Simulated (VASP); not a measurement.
# H2CO in VASP: single point with PBE+D3(BJ)

Aim: the single point of H2CO with PBE+D3(BJ).

Everything below comes from runs of VASP 6.6.1. Logs are shortened: lines on timing, memory, paths and dates and some standing lists are left out, and cuts for length are marked.

### Step 1. The cell of the first run

The cell holds a disordered packing, 40 atoms: a = 8.188 Å, b = 8.188 Å, c = 8.188 Å, α = 90.00°, β = 90.00°, γ = 90.00°.

### Step 2. Single point, PBE+D3(BJ)

Contents of INCAR:

```
  ALGO = Normal
  EDIFF = 1E-6
  ENCUT = 1000
  GGA = PE
  GGA_COMPAT = F
  ISIF = 2
  ISMEAR = -1
  IVDW = 12
  LASPH = T
  LCHARG = F
  LREAL = Auto
  LWAVE = F
  NBANDS = 86
  NELM = 120
  PREC = Accurate
  SIGMA = 0.02
```

Contents of KPOINTS:

```
k-points
0
Gamma
  1 1 1
```

Contents of POSCAR:

```
H2CO
1.0
    8.1882440000      0.0000000000      0.0000000000
    0.0000000000      8.1882440000      0.0000000000
    0.0000000000      0.0000000000      8.1882440000
O C H
10 10 20
Direct
    0.0488696146      0.5101347126      0.6243618837
    0.3780255521      0.7913250530      0.2150537650
    0.5584892653      0.6340342665      0.6036841484
    0.0973374866      0.8660491020      0.9321648417
    0.7663269333      0.6705813397      0.0774251615
    0.8135037233      0.1290230329      1.1423153703
    0.1571234649      0.0546810567      0.4864146285
    0.2205662045      0.2543737850      1.0022515960
    0.5139013176      0.3484810455      0.2984317832
    0.5136205736      0.0347012536      0.7547679190
    0.1572118597      0.5019707201      0.5234084769
    0.4713980953      0.9049206682      0.1955409938
    0.6643173033      0.6407897509      0.7071600953
    0.1804063328      0.7645896631      0.8637529954
    0.8661842219      0.6074098241      0.1666983983
    0.8176651156      0.1041438121      0.9962544334
    0.1160622453      0.0807290899      0.3462192798
    0.2585217531      0.2606893318      0.8589438276
    0.4470583018      0.4410129817      0.2034473897
    0.4976031636      0.0335453802      0.6068968987
    0.2768123524      0.4432330749      0.5496972681
    0.1434871615      0.5538751214      0.3982367395
    0.6051749153      0.8912884541      0.2143524410
    0.4283941910      1.0284416938      0.1569295027
    0.6697997807      0.5530703200      0.8111932593
    0.7621983109      0.7352801360      0.7072559276
    0.2512750109      0.7940745186      0.7514455650
    0.1896360457      0.6359985356      0.9085188771
    0.8467722983      0.4828073695      0.2177657593
    0.9818688337      0.6720953867      0.1988103152
    0.8461242081      0.2045713060      0.9080768838
    0.7931885082     -0.0187118807      0.9445714509
    0.0767973807      0.2033425437      0.3025902052
    0.1161207531     -0.0178442370      0.2526152519
    0.3619176856      0.3386972234      0.8159329851
    0.1925709045      0.1898851220      0.7636462916
    0.3159683067      0.4747527303      0.2143451374
    0.5141900600      0.4990142412      0.1002166066
    0.4883119803      0.1481710774      0.5345082687
    0.4920136842     -0.0831963065      0.5373727777
```

Potentials or basis: VASP PAW PBE potentials, release 64 (O_h, C_h, H_h).

Started as:

```console
cat potpaw_PBE.64/O_h/POTCAR potpaw_PBE.64/C_h/POTCAR potpaw_PBE.64/H_h/POTCAR > POTCAR
mpirun -np 1 vasp_gam > vasp.out
```

OUTCAR:

```text
EDIFF = 1E-6
   ENCUT = 1000
   GGA = PE
   ISIF = 2
   ISMEAR = -1
   IVDW = 12
   LASPH = T
   LREAL = Auto
   NELM = 120
   PREC = Accurate
 IVDW          = 12

 ion  position               nearest neighbor table
   1  0.049  0.510  0.624-  11 1.21
   2  0.378  0.791  0.215-  12 1.21
   3  0.558  0.634  0.604-  13 1.21
   4  0.097  0.866  0.932-  14 1.21
   5  0.766  0.671  0.077-  15 1.21
   6  0.814  0.129  0.142-  16 1.21
   7  0.157  0.055  0.486-  17 1.22
   8  0.221  0.254  0.002-  18 1.21
   9  0.514  0.348  0.298-  19 1.22
  10  0.514  0.035  0.755-  20 1.22
  11  0.157  0.502  0.523-  21 1.11  22 1.12   1 1.21
  12  0.471  0.905  0.196-  23 1.11  24 1.12   2 1.21
  13  0.664  0.641  0.707-  26 1.11  25 1.12   3 1.21
  14  0.180  0.765  0.864-  27 1.11  28 1.12   4 1.21
  15  0.866  0.607  0.167-  29 1.11  30 1.12   5 1.21
  16  0.818  0.104  0.996-  32 1.11  31 1.12   6 1.21
  17  0.116  0.081  0.346-  34 1.11  33 1.11   7 1.22
[... 21 lines left out ...]
  39  0.488  0.148  0.535-  20 1.11
  40  0.492  0.917  0.537-  20 1.11

  LATTYP: Found a simple cubic cell.
 ALAT       =     8.1882440000

  Lattice vectors:

 A1 = (   8.1882440000,   0.0000000000,   0.0000000000)
 A2 = (   0.0000000000,   8.1882440000,   0.0000000000)
 A3 = (   0.0000000000,   0.0000000000,   8.1882440000)

Analysis of symmetry for initial positions (statically):
=====================================================================
 Subroutine PRICEL returns:
 Original cell was already a primitive cell.

 Routine SETGRP: Setting up the symmetry group for a
 simple cubic supercell.

 Subroutine GETGRP returns: Found  1 space group operations
 (whereof  1 operations were pure point group operations)
 out of a pool of 48 trial point group operations.

The static configuration has the point symmetry C_1 .

Analysis of symmetry for dynamics (positions and initial velocities):
=====================================================================
 Subroutine PRICEL returns:
 Original cell was already a primitive cell.

 Routine SETGRP: Setting up the symmetry group for a
 simple cubic supercell.

 Subroutine GETGRP returns: Found  1 space group operations
[... 148 lines left out ...]
   ICHARG =      2    charge: 1-file 2-atom 10-const
   ISPIN  =      1    spin polarized calculation?
   LNONCOLLINEAR =      F non collinear calculations
   LSORBIT =      F    spin-orbit coupling
   LASPH  =      T    aspherical Exc in radial PAW
   ENCUT  = 1000.0 eV  73.50 Ry    8.57 a.u.  21.11 21.11 21.11*2*pi/ulx,y,z
   NELM   =    120;   NELMIN=  2; NELMDL= -5     # of ELM steps
   EDIFF  = 0.1E-05   stopping-criterion for ELM
   LREAL  =      T    real-space projection
   EDIFFG = 0.1E-04   stopping-criterion for IOM
   NSW    =      0    number of steps for IOM
[... 5 lines left out ...]
   TEBEG  =    0.0;   TEEND  =   0.0 temperature during run
   PSTRESS=    0.0 pullay stress
   NELECT =     120.0000    total number of electrons
   NUPDOWN=      -1.0000    fix difference up-down
   EMIN   =  10.00;   EMAX   =-10.00  energy-range for DOS
   EFERMI =   0.00;   METHOD = LEGACY
   ISMEAR =    -1;   SIGMA  =   0.02  broadening in eV -4-tet -1-fermi 0-gaus
   EFERMI_NEDOS =   21; number of points for ismear=-14 and -15
   IALGO  =     38    algorithm
   IMIX   =      4    mixing-type and parameters
     AMIX     =   0.40;   BMIX     =  1.00
     AMIX_MAG =   1.60;   BMIX_MAG =  1.00
  volume/ion in A,a.u.               =      13.72        92.62
  Fermi-wavevector in a.u.,A,eV,Ry     =   0.986153  1.863560 13.231645  0.972499
  Thomas-Fermi vector in A             =   2.117513
   LORBIT       =      0    0 simple, 1 ext, 2 COOP (PROOUT), +10 PAW based schemes
   GGA     = PE    functional components
   LHFCALC =     F    Hartree Fock is set to
   AEXX    =    0.0000 exact exchange contribution
   IVDW    =    12    specifies the selected vdW correction
   LEPSILON=     F    determine dielectric tensor
   LRPA    =     F    only Hartree local field effects (RPA)
 non-spin polarized calculation
  energy-cutoff  :     1000.00
  volume of cell :      549.00
 maximum number of plane-waves:     19612
   NGX = 43   NGY = 43   NGZ = 43

 number of electron     119.9999998 magnetization

 Free energy of the ion-electron system (eV)
  ---------------------------------------------------
  ext. energy  EPLUGINS =         0.00000000
  ---------------------------------------------------
  free energy    TOTEN  =      -223.79557624 eV

  energy without entropy =     -223.79557624  energy(sigma->0) =     -223.79557624

 E-fermi :  -1.7397     XC(G=0):  -6.4679

 val. band max:       -2.3162114660   @ k =   0.0000   0.0000   0.0000
 cond. band min:       0.4971195523   @ k =   0.0000   0.0000   0.0000
 fundamental gap:      2.8133310183
 Fermi energy:        -1.7397420669

 k-point     1 :       0.0000    0.0000    0.0000
  band No.  band energies     occupation
      1     -23.4324      2.00000
      2     -23.3431      2.00000
      3     -23.1810      2.00000
      4     -23.1423      2.00000
      5     -23.1283      2.00000
      6     -23.1103      2.00000
[... 64 lines left out ...]
     71       2.8118      0.00000
     72       3.7056      0.00000
 [bands above 72 left out]

------------------------ aborting loop because EDIFF is reached ----------------------------------------

 Edisp (eV)   -1.63609

 E8    (eV) :    -0.3783

  FORCE on cell =-STRESS in cart. coord.  units (eV):
  Direction    XX          YY          ZZ          XY          YZ          ZX
  --------------------------------------------------------------------------------------
  -------------------------------------------------------------------------------------
  Total      -1.29412    -2.04125    -1.02252    -0.41891     0.71598     0.10522
  in kB      -3.77671    -5.95710    -2.98407    -1.22254     2.08949     0.30706
  external pressure =       -4.24 kB  Pullay stress =        0.00 kB

 VOLUME and BASIS-vectors are now :
 -----------------------------------------------------------------------------
  energy-cutoff  :     1000.00
  volume of cell :      549.00
      direct lattice vectors                 reciprocal lattice vectors
     8.188244000  0.000000000  0.000000000     0.122126307  0.000000000  0.000000000
     0.000000000  8.188244000  0.000000000     0.000000000  0.122126307  0.000000000
     0.000000000  0.000000000  8.188244000     0.000000000  0.000000000  0.122126307

 POSITION                                       TOTAL-FORCE (eV/Angst)
 -----------------------------------------------------------------------------------
      0.40016      4.17711      5.11243         0.060606     -0.011064     -0.059565
      3.09537      6.47956      1.76091        -0.041031      0.030066     -0.022470
      4.57305      5.19163      4.94311         0.024822      0.034630      0.024883
      0.79702      7.09142      7.63279         0.014369     -0.058969     -0.012452
      6.27487      5.49088      0.63398        -0.017013     -0.000479      0.005421
      6.66117      1.05647      1.16531        -0.003524      0.041010     -0.039551
[... 32 lines left out ...]
      3.99842      1.21326      4.37668         0.006741      0.005349      0.018150
      4.02873      7.50701      4.40014         0.031878      0.005586      0.062783
 -----------------------------------------------------------------------------------
    total drift:                               -0.005218      0.000786     -0.000656

  FREE ENERGIE OF THE ION-ELECTRON SYSTEM (eV)
  ---------------------------------------------------
  free  energy   TOTEN  =      -225.4316619926 eV

  energy  without entropy=     -225.4316619926  energy(sigma->0) =     -225.43166199
```

OSZICAR:

```text
N       E                     dE             d eps       ncg     rms          rms(c)
DAV:   1     0.145442215823E+04    0.14544E+04   -0.84133E+04   172   0.209E+03
DAV:   2     0.836536407829E+02   -0.13708E+04   -0.12967E+04   232   0.347E+02
DAV:   3    -0.223458982604E+03   -0.30711E+03   -0.30122E+03   216   0.167E+02
DAV:   4    -0.239991216785E+03   -0.16532E+02   -0.16361E+02   208   0.416E+01
DAV:   5    -0.240481941269E+03   -0.49072E+00   -0.49035E+00   240   0.701E+00    0.266E+01
DAV:   6    -0.226739720316E+03    0.13742E+02   -0.30237E+01   192   0.191E+01    0.133E+01
DAV:   7    -0.224340024688E+03    0.23997E+01   -0.33690E+00   216   0.729E+00    0.631E+00
DAV:   8    -0.223818140522E+03    0.52188E+00   -0.18854E+00   224   0.413E+00    0.164E+00
DAV:   9    -0.223797134924E+03    0.21006E-01   -0.20826E-01   224   0.171E+00    0.709E-01
DAV:  10    -0.223793559858E+03    0.35751E-02   -0.26593E-02   200   0.806E-01    0.199E-01
DAV:  11    -0.223795977106E+03   -0.24172E-02   -0.96321E-03   184   0.408E-01    0.124E-01
DAV:  12    -0.223795729934E+03    0.24717E-03   -0.13514E-03   256   0.180E-01    0.602E-02
DAV:  13    -0.223795642064E+03    0.87870E-04   -0.43529E-04   200   0.810E-02    0.243E-02
DAV:  14    -0.223795586159E+03    0.55905E-04   -0.83627E-05   192   0.480E-02    0.144E-02
DAV:  15    -0.223795579486E+03    0.66725E-05   -0.29105E-05   224   0.291E-02    0.142E-02
DAV:  16    -0.223795576705E+03    0.27812E-05   -0.26273E-05   224   0.210E-02    0.568E-03
DAV:  17    -0.223795576235E+03    0.46970E-06   -0.28114E-06   160   0.753E-03
   1 F= -.22543166E+03 E0= -.22543166E+03  d E =-.362742E-12
```

stdout:

```text
POSCAR found type information on POSCAR O C H
 POSCAR found :  3 types and      40 ions
 scaLAPACK will be used
 LDA part: xc-table for (Slater+PW92), standard interpolation
 POSCAR, INCAR and KPOINTS ok, starting setup
 FFT: planning ... GRIDC
 FFT: planning ... GRID_SOFT
 FFT: planning ... GRID
 WAVECAR not read
 entering main loop
```

It took 2.7 min on 1 thread of AMD EPYC 9R45 (Zen 5), shared host; peak memory 1 GiB.

What came out:

```yaml
Free_energy: -225.4317 eV
Pressure: -0.4 GPa
Largest_force: 0.160 eV/Å
Band_gap_on_the_k_mesh: 2.81 eV
Dispersion_energy_per_atom: -0.041 eV
```

Forces on the atoms (eV/Å):
```
O    0.061 -0.011 -0.060
O   -0.041  0.030 -0.022
O    0.025  0.035  0.025
O    0.014 -0.059 -0.012
O   -0.017  0.000  0.005
O   -0.004  0.041 -0.040
O    0.015  0.077  0.054
O    0.071  0.067 -0.022
O   -0.118  0.083 -0.071
O   -0.015 -0.048 -0.054
C   -0.019 -0.037  0.080
C    0.084 -0.039 -0.025
C    0.030 -0.061  0.130
C   -0.004  0.047 -0.044
C    0.014 -0.064 -0.045
C    0.019  0.067  0.058
C    0.000 -0.086 -0.084
C   -0.066 -0.029 -0.004
C   -0.003 -0.049  0.066
C    0.010  0.067 -0.019
H    0.014  0.024 -0.034
H   -0.031  0.025  0.049
H   -0.030  0.058 -0.014
H   -0.018 -0.052  0.045
H   -0.013 -0.005 -0.068
H   -0.051  0.010 -0.089
H   -0.004 -0.021  0.016
H    0.011  0.070  0.034
H    0.008  0.011  0.024
H    0.005 -0.009  0.008
H    0.003 -0.119  0.020
H   -0.008  0.028 -0.056
H    0.001 -0.028  0.053
H   -0.002  0.056 -0.023
H   -0.054 -0.020  0.001
H    0.024  0.004  0.023
H    0.080 -0.015 -0.009
H   -0.030 -0.057  0.021
H    0.007  0.005  0.018
H    0.032  0.006  0.063
```

Stress tensor (GPa, compression positive):
```
-0.38 -0.12  0.03
-0.12 -0.60  0.21
 0.03  0.21 -0.30
```

Levels at points of the mesh, in eV from the valence-band top:
```
           k point  band 58  band 59  band 60  band 61  band 62  band 63
(0.00, 0.00, 0.00)    -0.25    -0.13     0.00     2.81     2.87     2.93
```

Caveat: the k points lie up to 0.77 Å⁻¹ apart.
